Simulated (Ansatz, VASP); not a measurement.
## One calculation of Ag, two programs

```
CELL_PARAMETERS angstrom
1.58229 0.91354 2.04326
-1.58229 0.91354 2.04326
0.00000 -1.82707 2.04326
ATOMIC_POSITIONS crystal
Ag 0.00000 0.00000 0.00000
```

Alike in both runs: task single point; functional r2SCAN; k mesh 7 × 7 × 7; no spin polarisation.

```csv
,VASP,Ansatz
version,VASP 6.6.1,Ansatz 0.2.0
potentials or method,"VASP PAW PBE potentials, release 64 (Ag), cutoff 520 eV",PAW plane waves
occupations,"methfessel-paxton of order 1, width 0.2802 eV","cold, width 0.2802 eV"
valence electrons in the cell,11,19
```

```csv
,VASP,Ansatz,Ansatz less VASP
gap on the k mesh at the Fermi level (eV),none,none,-
pressure (GPa),2.8,2.6,-0.13
"traceless stress, the component that is largest in VASP (GPa)",9.49,9.14,-0.356
```

VASP's potentials were made for PBE, not for r2SCAN. A gap of «none» marks a metal or a gap that the smearing closes. VASP's potentials hold 11 valence electrons a cell and Ansatz's 19, so a difference there can come from the potentials and not from the codes. Ansatz's warnings: structure snapped to symmetry.
